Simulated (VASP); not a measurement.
# B (Fm-3m) in VASP: a series of runs, part 2 of 2

VASP 6.6.1. The steps go on from the part before.

## Step 3: Single point, PBE

INCAR reads:

```
ALGO = Normal
EDIFF = 1E-7
ENCUT = 520
GGA = PE
ISIF = 2
ISMEAR = -1
LASPH = True
LCHARG = True
LELF = True
LREAL = False
LVHAR = True
LWAVE = False
NBANDS = 8
NELM = 60
PREC = Accurate
SIGMA = 0.1
```

KPOINTS reads:

```
k-points
0
Gamma
  23 23 23
```

POSCAR reads:

```
B
1.0
    0.0000000000      1.3758567136      1.3758567136
    1.3758567136      0.0000000000      1.3758567136
    1.3758567136      1.3758567136      0.0000000000
B
1
Direct
    0.0000000000      0.0000000000      0.0000000000
```

Potentials or basis: VASP PAW PBE potentials, release 64 (B).

The run is started by

```sh
$ cat potpaw_PBE.64/B/POTCAR > POTCAR
$ mpirun -np 1 vasp_std > vasp.out
```

OUTCAR:

```text
EDIFF = 1E-7
   ENCUT = 520
   GGA = PE
   ISIF = 2
   ISMEAR = -1
   LASPH = True
   LREAL = False
   NELM = 60
   PREC = Accurate

 ion  position               nearest neighbor table
   1  0.000  0.000  0.000-

  LATTYP: Found a face centered cubic cell.
 ALAT       =     2.7517134272

  Lattice vectors:

 A1 = (   0.0000000000,   1.3758567136,   1.3758567136)
 A2 = (   1.3758567136,   0.0000000000,   1.3758567136)
 A3 = (   1.3758567136,   1.3758567136,   0.0000000000)

Analysis of symmetry for initial positions (statically):
=====================================================================
 Subroutine PRICEL returns:
 Original cell was already a primitive cell.

 Routine SETGRP: Setting up the symmetry group for a
 face centered cubic supercell.

 Subroutine GETGRP returns: Found 48 space group operations
 (whereof 48 operations were pure point group operations)
 out of a pool of 48 trial point group operations.

The static configuration has the point symmetry O_h .

Analysis of symmetry for dynamics (positions and initial velocities):
=====================================================================
 Subroutine PRICEL returns:
 Original cell was already a primitive cell.

 Routine SETGRP: Setting up the symmetry group for a
 face centered cubic supercell.

 Subroutine GETGRP returns: Found 48 space group operations
 (whereof 48 operations were pure point group operations)
 out of a pool of 48 trial point group operations.

The dynamic configuration has the point symmetry O_h .

 Subroutine INISYM returns: Found 48 space group operations
 (whereof 48 operations are pure point group operations),
 and found     1 'primitive' translations

----------------------------------------------------------------------------------------

                                     Primitive cell

  volume of cell :       5.2089

  direct lattice vectors                    reciprocal lattice vectors
     0.000000000  1.375856714  1.375856714    -0.363409936  0.363409936  0.363409936
     1.375856714  0.000000000  1.375856714     0.363409936 -0.363409936  0.363409936
     1.375856714  1.375856714  0.000000000     0.363409936  0.363409936 -0.363409936

  length of vectors
     1.945755224  1.945755224  1.945755224     0.629444473  0.629444473  0.629444473

  position of ions in fractional coordinates (direct lattice)
     0.000000000  0.000000000  0.000000000

  ion indices of the primitive-cell ions
   primitive index   ion index
                 1           1

----------------------------------------------------------------------------------------

 KPOINTS: k-points

Automatic generation of k-mesh.
 Grid dimensions read from file:
 generate k-points for:   23   23   23

 Generating k-lattice:

  Cartesian coordinates                     Fractional coordinates (reciprocal lattice)
    -0.015800432  0.015800432  0.015800432     0.043478261  0.000000000  0.000000000
     0.015800432 -0.015800432  0.015800432     0.000000000  0.043478261  0.000000000
     0.015800432  0.015800432 -0.015800432     0.000000000  0.000000000  0.043478261

  Length of vectors
     0.027367151  0.027367151  0.027367151

  Shift w.r.t. Gamma in fractional coordinates (k-lattice)
     0.000000000  0.000000000  0.000000000

 Subroutine IBZKPT returns following result:
 ===========================================

 Found    364 irreducible k-points:

 Following reciprocal coordinates:
            Coordinates               Weight
  0.000000  0.000000  0.000000      1.000000
  0.043478  0.000000  0.000000      8.000000
  0.086957  0.000000  0.000000      8.000000
  0.130435  0.000000  0.000000      8.000000
  0.173913  0.000000  0.000000      8.000000
  0.217391  0.000000  0.000000      8.000000
[... 16 lines left out ...]
  0.478261  0.043478  0.000000     24.000000
 -0.478261  0.043478  0.000000     24.000000
 [... further k-points ...]
   k-points           NKPTS =    364   k-points in BZ     NKDIM =    364   number of bands    NBANDS=      8
   number of dos      NEDOS =    301   number of ions     NIONS =      1
   total plane-waves  NPLWV =   2744
   dimension x,y,z NGX =    14 NGY =   14 NGZ =   14
   dimension x,y,z NGXF=    28 NGYF=   28 NGZF=   28
   ions per type =               1
   NGX,Y,Z   is equivalent  to a cutoff of  11.96, 11.96, 11.96 a.u.
   NGXF,Y,Z  is equivalent  to a cutoff of  23.92, 23.92, 23.92 a.u.
 SYSTEM =  unknown system
   PREC   = accura    normal or accurate (medium, high low for compatibility)
   ISTART =      0    job   : 0-new  1-cont  2-samecut
   ICHARG =      2    charge: 1-file 2-atom 10-const
   ISPIN  =      1    spin polarized calculation?
   LNONCOLLINEAR =      F non collinear calculations
   LSORBIT =      F    spin-orbit coupling
   LASPH  =      T    aspherical Exc in radial PAW
   ENCUT  =  520.0 eV  38.22 Ry    6.18 a.u.   3.62  3.62  3.62*2*pi/ulx,y,z
   NELM   =     60;   NELMIN=  2; NELMDL= -5     # of ELM steps
   EDIFF  = 0.1E-06   stopping-criterion for ELM
   LREAL  =      F    real-space projection
   EDIFFG = 0.1E-05   stopping-criterion for IOM
   NSW    =      0    number of steps for IOM
   IBRION =     -1    ionic relax: 0-MD 1-quasi-New 2-CG
   NFREE  =      0    steps in history (QN), initial steepest desc. (CG)
   ISIF   =      2    stress and relaxation
   ISYM   =      2    0-nonsym 1-usesym 2-fastsym
   POTIM  = 0.5000    time-step for ionic-motion
   TEBEG  =    0.0;   TEEND  =   0.0 temperature during run
   PSTRESS=    0.0 pullay stress
   NELECT =       3.0000    total number of electrons
   NUPDOWN=      -1.0000    fix difference up-down
   EMIN   =  10.00;   EMAX   =-10.00  energy-range for DOS
   EFERMI =   0.00;   METHOD = LEGACY
   ISMEAR =    -1;   SIGMA  =   0.10  broadening in eV -4-tet -1-fermi 0-gaus
   EFERMI_NEDOS =   21; number of points for ismear=-14 and -15
   IALGO  =     38    algorithm
   IMIX   =      4    mixing-type and parameters
     AMIX     =   0.40;   BMIX     =  1.00
     AMIX_MAG =   1.60;   BMIX_MAG =  1.00
  volume/ion in A,a.u.               =       5.21        35.15
  Fermi-wavevector in a.u.,A,eV,Ry     =   1.362068  2.573935 25.241917  1.855229
  Thomas-Fermi vector in A             =   2.488589
   LORBIT       =      0    0 simple, 1 ext, 2 COOP (PROOUT), +10 PAW based schemes
   GGA     = PE    functional components
   LHFCALC =     F    Hartree Fock is set to
   AEXX    =    0.0000 exact exchange contribution
   IVDW    =     0    specifies the selected vdW correction
   LEPSILON=     F    determine dielectric tensor
   LRPA    =     F    only Hartree local field effects (RPA)
 non-spin polarized calculation
  energy-cutoff  :      520.00
  volume of cell :        5.21
 maximum number of plane-waves:       150
   NGX =  7   NGY =  7   NGZ =  7

 number of electron       3.0000000 magnetization

 Free energy of the ion-electron system (eV)
  ---------------------------------------------------
  ext. energy  EPLUGINS =         0.00000000
  ---------------------------------------------------
  free energy    TOTEN  =        -5.27145313 eV

  energy without entropy =       -5.26517373  energy(sigma->0) =       -5.26831343

 E-fermi :  12.1753     XC(G=0): -13.5438

 val. band max:       12.1390737704   @ k =  -0.4783   0.3043   0.0870
 cond. band min:      12.2009921060   @ k =  -0.3913   0.4348   0.1739
 fundamental gap:      0.0619183356
 Fermi energy:        12.1752998444

 k-point     1 :       0.0000    0.0000    0.0000
  band No.  band energies     occupation
      1      -8.5650      2.00000
      2      29.9997      0.00000
      3      29.9997      0.00000
      4      29.9997      0.00000
      5      46.9705      0.00000
      6      46.9705      0.00000
      7      46.9705      0.00000
      8      50.8324      0.00000

 k-point     2 :       0.0435    0.0000    0.0000
  band No.  band energies     occupation
      1      -8.4774      2.00000
      2      29.5293      0.00000
      3      29.8992      0.00000
      4      29.8992      0.00000
      5      45.8368      0.00000
      6      47.1896      0.00000
      7      47.1896      0.00000
      8      52.6298      0.00000
[... 221 lines left out ...]
 k-point    23 :       0.4783    0.0435    0.0000
  band No.  band energies     occupation
      1       0.6272      2.00000
      2       7.0154      2.00000
      3      26.3406      0.00000
      4      26.5495      0.00000
      5      41.5280      0.00000
      6      44.0628      0.00000
      7      48.3056      0.00000
      8      49.8587      0.00000

 k-point    24 :      -0.4783    0.0435    0.0000
  band No.  band energies     occupation
      1       1.0677      2.00000
      2       6.4562      2.00000
      3      26.3256      0.00000
      4      26.5039      0.00000
      5      41.5982      0.00000
      6      43.7667      0.00000
      7      48.2651      0.00000
      8      50.0690      0.00000

 [... further k-points ...]
[... 5 lines left out ...]
  --------------------------------------------------------------------------------------
  -------------------------------------------------------------------------------------
  Total        1.3663166      1.3663166      1.3663166     -0.0000000     -0.0000000      0.0000000
  in kB      420.2544391    420.2544391    420.2544391     -0.0000000     -0.0000000      0.0000000
  external PRESSURE =     420.2544391 kB  Pullay stress =       0.0000000 kB

 VOLUME and BASIS-vectors are now :
 -----------------------------------------------------------------------------
  energy-cutoff  :      520.00
  volume of cell :        5.21
      direct lattice vectors                 reciprocal lattice vectors
     0.000000000  1.375856714  1.375856714    -0.363409936  0.363409936  0.363409936
     1.375856714  0.000000000  1.375856714     0.363409936 -0.363409936  0.363409936
     1.375856714  1.375856714  0.000000000     0.363409936  0.363409936 -0.363409936

 POSITION                                       TOTAL-FORCE (eV/Angst)
 -----------------------------------------------------------------------------------
      0.00000      0.00000      0.00000         0.000000     -0.000000      0.000000
 -----------------------------------------------------------------------------------
    total drift:                               -0.000000     -0.000000     -0.000000

  FREE ENERGIE OF THE ION-ELECTRON SYSTEM (eV)
  ---------------------------------------------------
  free  energy   TOTEN  =        -5.2714531273 eV

  energy  without entropy=       -5.2651737275  energy(sigma->0) =       -5.26831343
```

OSZICAR:

```text
N       E                     dE             d eps       ncg     rms          rms(c)
DAV:   1    -0.332217916272E+01   -0.33222E+01   -0.16410E+03  6504   0.301E+02
DAV:   2    -0.528694816230E+01   -0.19648E+01   -0.18674E+01  7808   0.349E+01
DAV:   3    -0.528846938746E+01   -0.15212E-02   -0.15212E-02  6456   0.103E+00
DAV:   4    -0.528846942252E+01   -0.35063E-07   -0.35854E-07  8296   0.477E-03
DAV:   5    -0.528846942333E+01   -0.81225E-09   -0.12196E-11  6552   0.153E-05    0.208E+00
DAV:   6    -0.527707124607E+01    0.11398E-01   -0.68119E-04  6552   0.174E-01    0.126E+00
DAV:   7    -0.527145617809E+01    0.56151E-02   -0.91648E-04  6672   0.214E-01    0.257E-02
DAV:   8    -0.527145318228E+01    0.29958E-05   -0.35592E-06  6376   0.181E-02    0.131E-02
DAV:   9    -0.527145312729E+01    0.54987E-07   -0.61871E-07  6624   0.599E-03
   1 F= -.52714531E+01 E0= -.52683134E+01  d E =-.627940E-02
```

stdout:

```text
POSCAR found type information on POSCAR B
 POSCAR found :  1 types and       1 ions
 scaLAPACK will be used
 LDA part: xc-table for (Slater+PW92), standard interpolation
 POSCAR, INCAR and KPOINTS ok, starting setup
 FFT: planning ... GRIDC
 FFT: planning ... GRID_SOFT
 FFT: planning ... GRID
 WAVECAR not read
 entering main loop
```

It took 6.4 s on 1 thread of Intel Xeon Platinum 8559C (Emerald Rapids), shared host; peak memory 0.11 GiB.

What came out:

* Free energy: -5.2715 eV
* Pressure: 42.0 GPa

Levels at points of the mesh, in eV from the Fermi level:
| k point | band 1 | band 2 | band 3 | band 4 | band 5 | band 6 |
| --- | --- | --- | --- | --- | --- | --- |
| (0.00, 0.00, 0.00) | -20.74 | 17.82 | 17.82 | 17.82 | 34.80 | 34.80 |

## Step 4: Single point, PBE

This run uses another cell than the first one, of 5.89 Å³/atom, 1.131 times its volume.

INCAR reads:

```
PREC = Accurate
ENCUT = 520
EDIFF = 1E-6
ISMEAR = -1
SIGMA = 0.1
LREAL = F
LASPH = T
NELM = 80
ALGO = Normal
ISIF = 2
LWAVE = F
LCHARG = F
GGA = PE
NBANDS = 8
```

KPOINTS reads:

```
Automatic mesh
0
Gamma
  23 23 23
```

POSCAR reads:

```
B
1.0
    0.0000000000      1.4332700180      1.4332700180
    1.4332700180      0.0000000000      1.4332700180
    1.4332700180      1.4332700180      0.0000000000
B
1
Direct
    0.0000000000      0.0000000000      0.0000000000
```

Potentials or basis: VASP PAW PBE potentials, release 64 (B).

The run is started by

```sh
$ cat potpaw_PBE.64/B/POTCAR > POTCAR
$ mpirun -np 1 vasp_std > vasp.out
```

OUTCAR:

```text
PREC = Accurate
   ENCUT = 520
   EDIFF = 1E-6
   ISMEAR = -1
   LREAL = F
   LASPH = T
   NELM = 80
   ISIF = 2
   GGA = PE

 ion  position               nearest neighbor table
   1  0.000  0.000  0.000-

  LATTYP: Found a face centered cubic cell.
 ALAT       =     2.8665400360

  Lattice vectors:

 A1 = (   0.0000000000,   1.4332700180,   1.4332700180)
 A2 = (   1.4332700180,   0.0000000000,   1.4332700180)
 A3 = (   1.4332700180,   1.4332700180,   0.0000000000)

[... 432 lines left out ...]
  band No.  band energies     occupation
      1       0.6180      2.00000
      2       4.9857      2.00000
      3      23.2818      0.00000
      4      23.4577      0.00000
      5      38.1633      0.00000
      6      40.1334      0.00000
      7      44.2937      0.00000
      8      44.8787      0.00000

 [... further k-points ...]
[... 5 lines left out ...]
  --------------------------------------------------------------------------------------
  -------------------------------------------------------------------------------------
  Total        0.0011757      0.0011757      0.0011757     -0.0000000      0.0000000     -0.0000000
  in kB        0.3198836      0.3198836      0.3198836     -0.0000000      0.0000000     -0.0000000
  external PRESSURE =       0.3198836 kB  Pullay stress =       0.0000000 kB

 VOLUME and BASIS-vectors are now :
 -----------------------------------------------------------------------------
  energy-cutoff  :      520.00
  volume of cell :        5.89
      direct lattice vectors                 reciprocal lattice vectors
     0.000000000  1.433270018  1.433270018    -0.348852619  0.348852619  0.348852619
     1.433270018  0.000000000  1.433270018     0.348852619 -0.348852619  0.348852619
     1.433270018  1.433270018  0.000000000     0.348852619  0.348852619 -0.348852619

 POSITION                                       TOTAL-FORCE (eV/Angst)
 -----------------------------------------------------------------------------------
      0.00000      0.00000      0.00000         0.000000      0.000000     -0.000000
 -----------------------------------------------------------------------------------
    total drift:                               -0.000000     -0.000000     -0.000000

  FREE ENERGIE OF THE ION-ELECTRON SYSTEM (eV)
  ---------------------------------------------------
  free  energy   TOTEN  =        -5.3534178801 eV

  energy  without entropy=       -5.3467767752  energy(sigma->0) =       -5.35009733
```

Run time: 8.1 s. Hardware: 1 thread of Intel Xeon Platinum 8559C (Emerald Rapids), shared host; peak memory 0.12 GiB.

Results:

* Free energy: -5.3534 eV
* Pressure: 0.0 GPa

## Step 5: The runs side by side

```tsv
cell	gap on the mesh (eV)	pressure (GPa)
a = 1.945 Å, angles 60.0°, 1 atom	none	42.3
a = 1.946 Å, angles 60.0°, 1 atom	none	42.0
a = 2.027 Å, angles 60.0°, 1 atom	none	0.0
```

Alike in all rows: task single point; level PBE; potentials or basis VASP PAW PBE potentials, release 64 (B); no spin polarisation; k mesh 23 × 23 × 23; cutoff (eV) 520; smearing fermi-dirac 0.1 eV.

Total energies depend on the potentials used, so only differences within one code and one set of settings carry meaning.
